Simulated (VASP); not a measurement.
Here is a VASP 6.6.1 calculation.

File INCAR:

```
PREC = Accurate
ENCUT = 520
EDIFF = 1E-7
ISMEAR = 0
SIGMA = 0.05
LREAL = F
LASPH = T
NELM = 100
ALGO = Normal
ISIF = 2
LWAVE = F
LCHARG = F
GGA = PE
NBANDS = 14
```

KPOINTS

```
regular mesh
0
Gamma
  6 6 6
```

POSCAR

```
NaI
1.0
    0.0000000000      3.3334920000      3.2849460000
    3.3334920000      0.0000000000      3.2849460000
    3.3334920000      3.3334920000      0.0000000000
Na I
1 1
Direct
    0.0000000000      0.0000000000      0.0000000000
    0.5000000000      0.5000000000      0.5000000000
```

Potentials or basis: VASP PAW PBE potentials, release 64 (Na_pv, I).

Run with:

```console
$ cat potpaw_PBE.64/Na_pv/POTCAR potpaw_PBE.64/I/POTCAR > POTCAR
$ mpirun -np 1 vasp_std > vasp.out
```

Problem. Predict the pressure.

Solution. -0.6 GPa.

Problem. What does it give for the band gap on the k mesh?

Solution. 3.45 eV.

Stress tensor (GPa, compression positive):
```
-0.72  0.00  0.00
 0.00 -0.72  0.00
 0.00  0.00 -0.48
```

Caveat: the cell differs from its parent crystal (strain +0.030 along x and y, +0.015 along z); spin-orbit coupling is left out, which moves the levels of the heavy elements.
